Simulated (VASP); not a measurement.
# P in VASP: a series of runs, part 2 of 2

VASP 6.6.1. Earlier steps stand in the parts before.

**3. Single point, PBE+D3(BJ)**

INCAR reads:

```
PREC = Accurate ; ENCUT = 520
EDIFF = 1E-7 ; ISMEAR = 0
SIGMA = 0.02 ; LREAL = False
LASPH = True ; NELM = 80
ALGO = Normal ; ISIF = 2
LWAVE = False ; LCHARG = True
LDIPOL = True ; IDIPOL = 3
DIPOL = 0.5 0.5 0.500 ; GGA = PE
IVDW = 12 ; LELF = True
LVHAR = True ; LVACPOTAV = True
NBANDS = 12
```

KPOINTS reads:

```
regular mesh
0
Gamma
  9 9 1
```

POSCAR reads:

```
P
1.0
    3.0730000000      0.0000000000      0.0000000000
   -1.5365000000      2.6612960658      0.0000000000
    0.0000000000      0.0000000000     28.0000000000
P
2
Direct
    0.3333333333      0.6666666667      0.5143035714
    0.6666666667      0.3333333333      0.4856964286
```

Potentials or basis: VASP PAW PBE potentials, release 64 (P).

On the command line:

```console
cat potpaw_PBE.64/P/POTCAR > POTCAR
mpirun -np 1 vasp_std > vasp.out
```

OUTCAR:

```text
PREC = Accurate
   ENCUT = 520
   EDIFF = 1E-7
   ISMEAR = 0
   LREAL = False
   LASPH = True
   NELM = 80
   ISIF = 2
   GGA = PE
   IVDW = 12
 IVDW          = 12

 ion  position               nearest neighbor table
   1  0.333  0.667  0.514-   2 1.95   2 1.95   2 1.95
   2  0.667  0.333  0.486-   1 1.95   1 1.95   1 1.95

  LATTYP: Found a hexagonal cell.
 ALAT       =     3.0730000000
 C/A-ratio  =     9.1116173121

  Lattice vectors:

 A1 = (   3.0730000000,   0.0000000000,   0.0000000000)
 A2 = (  -1.5365000000,   2.6612960658,   0.0000000000)
 A3 = (   0.0000000000,   0.0000000000,  28.0000000000)

Analysis of symmetry for initial positions (statically):
=====================================================================
 Subroutine PRICEL returns:
 Original cell was already a primitive cell.

 Routine SETGRP: Setting up the symmetry group for a
 hexagonal supercell.

 Subroutine GETGRP returns: Found 12 space group operations
 (whereof 12 operations were pure point group operations)
 out of a pool of 24 trial point group operations.

The static configuration has the point symmetry D_3d.

Analysis of symmetry for dynamics (positions and initial velocities):
[... 172 lines left out ...]
     11       2.0370      0.00000
     12       2.2505      0.00000
[... 151 lines left out ...]
 k-point    12 :       0.3333    0.3333    0.0000
  band No.  band energies     occupation
      1     -16.3480      2.00000
      2     -16.3480      2.00000
      3     -12.7895      2.00000
      4      -6.0624      2.00000
      5      -6.0624      2.00000
      6      -1.6384      0.00000
      7       2.5062      0.00000
      8       3.1644      0.00000
      9       3.1644      0.00000
     10       4.8352      0.00000
     11       4.8352      0.00000
     12       6.0689      0.00000

------------------------ aborting loop because EDIFF is reached ----------------------------------------

 vacuum level on the upper side and lower side of the slab       (xc-potential included)        -0.106        -0.106

 Edisp (eV)   -0.49280

 E8    (eV) :    -0.2005

  FORCE on cell =-STRESS in cart. coord.  units (eV):
  Direction    XX          YY          ZZ          XY          YZ          ZX
  --------------------------------------------------------------------------------------
  -------------------------------------------------------------------------------------
  Total      12.32533    12.32533     6.48921     0.00000     0.00000     0.00000
  in kB      86.23737    86.23737    45.40342     0.00000     0.00000     0.00000
  external pressure =       72.63 kB  Pullay stress =        0.00 kB

 VOLUME and BASIS-vectors are now :
 -----------------------------------------------------------------------------
  energy-cutoff  :      520.00
  volume of cell :      228.99
      direct lattice vectors                 reciprocal lattice vectors
     3.073000000  0.000000000  0.000000000     0.325414904  0.187878382  0.000000000
    -1.536500000  2.661296066  0.000000000     0.000000000  0.375756765  0.000000000
     0.000000000  0.000000000 28.000000000     0.000000000  0.000000000  0.035714286

 POSITION                                       TOTAL-FORCE (eV/Angst)
 -----------------------------------------------------------------------------------
     -0.00000      1.77420     14.40050        -0.000000     -0.000000      8.115423
      1.53650      0.88710     13.59950         0.000000      0.000000     -8.115423
 -----------------------------------------------------------------------------------
    total drift:                                0.000000     -0.000000     -0.000000

  FREE ENERGIE OF THE ION-ELECTRON SYSTEM (eV)
  ---------------------------------------------------
  free  energy   TOTEN  =        -8.6883923657 eV

  energy  without entropy=       -8.6867268391  energy(sigma->0) =       -8.68755960

 vacuum level on the upper side and lower side of the slab         1.889         1.889
```

Run time: 50 s. Hardware: 1 thread of Intel Xeon Platinum 8375C at 2.90GHz (Ice Lake), shared host; peak memory 0.33 GiB.

Results:

* Free energy: -8.6884 eV
* Largest force: 8.115 eV/Å
* Band gap on the k mesh: zero (bands 5 and 6 overlap by 0.47 eV)
* Dispersion energy per atom: -0.246 eV
* Work function of the upper face: 5.34 eV
* Work function of the lower face: 5.34 eV

Forces on the atoms (eV/Å):
```
P    0.000  0.000  8.115
P    0.000  0.000 -8.115
```

Levels at points of the mesh, in eV from the Fermi level:
| k point | band 2 | band 3 | band 4 | band 5 | band 6 | band 7 | band 8 | band 9 |
| --- | --- | --- | --- | --- | --- | --- | --- | --- |
| (0.00, 0.00, 0.00) | -7.63 | -3.35 | -3.35 | -0.38 | 1.94 | 1.94 | 3.21 | 4.66 |

**4. Single point, PBE+D3(BJ)**

INCAR reads:

```
  PREC = Accurate
  ENCUT = 520
  EDIFF = 1E-7
  ISMEAR = 0
  SIGMA = 0.02
  LREAL = F
  LASPH = T
  NELM = 60
  ALGO = Normal
  ISIF = 2
  LWAVE = F
  LCHARG = F
  LDIPOL = T
  IDIPOL = 3
  DIPOL = 0.5 0.5 0.500
  GGA = PE
  IVDW = 12
  NBANDS = 12
```

KPOINTS reads:

```
Automatic mesh
0
Gamma
  9 9 1
```

POSCAR reads:

```
P
1.0
    3.0730000000      0.0000000000      0.0000000000
   -1.5365000000      2.6612960658      0.0000000000
    0.0000000000      0.0000000000     28.0000000000
P
2
Direct
    0.3333333333      0.6666666667      0.5238214286
    0.6666666667      0.3333333333      0.4761785714
```

On the command line:

```console
cat potpaw_PBE.64/P/POTCAR > POTCAR
mpirun -np 1 vasp_std > vasp.out
```

Run time: 45 s. Hardware: 1 thread of Intel Xeon Platinum 8375C at 2.90GHz (Ice Lake), shared host; peak memory 0.33 GiB.

It converged, with:

- Free energy: -10.9550 eV
- Largest force: 0.994 eV/Å
- Band gap on the k mesh: 0.37 eV (least direct gap 2.66 eV)
- Dispersion energy per atom: -0.238 eV

Forces in eV/Å, atoms in the order of the input:
```
P    0.000  0.000 -0.994
P    0.000  0.000  0.994
```

Levels at points of the mesh, in eV from the valence-band top:
```csv
k point,band 1,band 2,band 3,band 4,band 5,band 6,band 7,band 8,band 9,band 10
"(0.00, 0.00, 0.00)",-15.96,-8.46,-2.46,0.00,0.00,3.72,3.80,3.80,4.51,4.92
```

**5. Single point, PBE+D3(BJ)**

INCAR reads:

```
  PREC = Accurate
  ENCUT = 520
  EDIFF = 1E-7
  ISMEAR = 0
  SIGMA = 0.02
  LREAL = False
  LASPH = True
  NELM = 60
  ALGO = Normal
  ISIF = 2
  LWAVE = False
  LCHARG = False
  LDIPOL = True
  IDIPOL = 3
  DIPOL = 0.5 0.5 0.500
  GGA = PE
  IVDW = 12
  NBANDS = 12
```

KPOINTS is that of step 4.

POSCAR reads:

```
P
1.0
    3.0730000000      0.0000000000      0.0000000000
   -1.5365000000      2.6612960658      0.0000000000
    0.0000000000      0.0000000000     28.0000000000
P
2
Direct
    0.3333333333      0.6666666667      0.5333571429
    0.6666666667      0.3333333333      0.4666428571
```

On the command line:

```console
cat potpaw_PBE.64/P/POTCAR > POTCAR
mpirun -np 1 vasp_std > vasp.out
```

Wall time 46 s (1 thread of Intel Xeon Platinum 8375C at 2.90GHz (Ice Lake), shared host); peak memory 0.33 GiB.

It converged, with:

```
Free energy                : -9.4137 eV
Largest force              : 2.569 eV/Å
Band gap on the k mesh     : zero (bands 5 and 6 overlap by 3.09 eV)
Dispersion energy per atom : -0.227 eV
```

Forces on the atoms (eV/Å):
```
P    0.000  0.000 -2.569
P    0.000  0.000  2.569
```

Levels at points of the mesh, in eV from the Fermi level:
```csv
k point,band 3,band 4,band 5,band 6,band 7,band 8
"(0.00, 0.00, 0.00)",-3.60,2.16,2.16,2.18,4.15,4.15
```

**6. Single point, PBE+D3(BJ)**

This run uses another cell than the first one.

INCAR reads:

```
SYSTEM = P
PREC = Accurate ; ENCUT = 520
EDIFF = 1E-7 ; ISMEAR = 0
SIGMA = 0.02 ; LREAL = .FALSE.
LASPH = .TRUE. ; NELM = 60
ALGO = Normal ; ISIF = 2
LWAVE = .FALSE. ; LCHARG = .FALSE.
LDIPOL = .TRUE. ; IDIPOL = 3
DIPOL = 0.5 0.5 0.500 ; GGA = PE
IVDW = 12 ; NBANDS = 12
```

KPOINTS reads:

```
Automatic mesh
0
G
  9 9 1
  0 0 0
```

POSCAR reads:

```
P
1.0
    3.1360000000      0.0000000000      0.0000000000
   -1.5680000000      2.7158556663      0.0000000000
    0.0000000000      0.0000000000     28.0000000000
P
2
Direct
    0.3333333333      0.6666666667      0.5095357143
    0.6666666667      0.3333333333      0.4904642857
```

Potentials or basis: VASP PAW PBE potentials, release 64 (P).

On the command line:

```console
cat potpaw_PBE.64/P/POTCAR > POTCAR
mpirun -np 1 vasp_std > vasp.out
```

Run time: 56 s. Hardware: 1 thread of Intel Xeon Platinum 8375C at 2.90GHz (Ice Lake), shared host; peak memory 0.33 GiB.

The run converged. Its results:

```yaml
Free_energy: -7.3481 eV
Largest_force: 6.004 eV/Å
Band_gap_on_the_k_mesh: zero (bands 5 and 6 overlap by 1.69 eV)
Dispersion_energy_per_atom: -0.239 eV
```

Forces on the atoms (eV/Å):
```
P    0.000  0.000  6.004
P    0.000  0.000 -6.004
```

Levels at points of the mesh, in eV from the Fermi level:
```tsv
k point	band 1	band 2	band 3	band 4	band 5	band 6	band 7	band 8	band 9	band 10
(0.00, 0.00, 0.00)	-18.80	-7.88	-4.93	-4.93	0.00	0.81	0.81	2.20	3.33	3.67
```

**7. The runs side by side**

| cell | gap on the mesh (eV) | largest force (eV/Å) |
| --- | --- | --- |
| a = 3.073, b = 3.073, c = 28.000 Å, angles 90.0, 90.0, 120.0°, 2 atoms, atomic positions A | none | 4.25 |
| a = 3.073, b = 3.073, c = 28.000 Å, angles 90.0, 90.0, 120.0°, 2 atoms, atomic positions B | none | 8.12 |
| a = 3.073, b = 3.073, c = 28.000 Å, angles 90.0, 90.0, 120.0°, 2 atoms, atomic positions C | 0.37 | 0.99 |
| a = 3.073, b = 3.073, c = 28.000 Å, angles 90.0, 90.0, 120.0°, 2 atoms, atomic positions D | none | 2.57 |
| a = 3.136, b = 3.136, c = 28.000 Å, angles 90.0, 90.0, 120.0°, 2 atoms, atomic positions E | none | 6.00 |

Alike in all rows: task single point; level PBE+D3(BJ); potentials or basis VASP PAW PBE potentials, release 64 (P); no spin polarisation; k mesh 9 × 9 × 1; cutoff (eV) 520; smearing gaussian 0.02 eV.

Absolute energies hang on the potentials; compare differences alone.
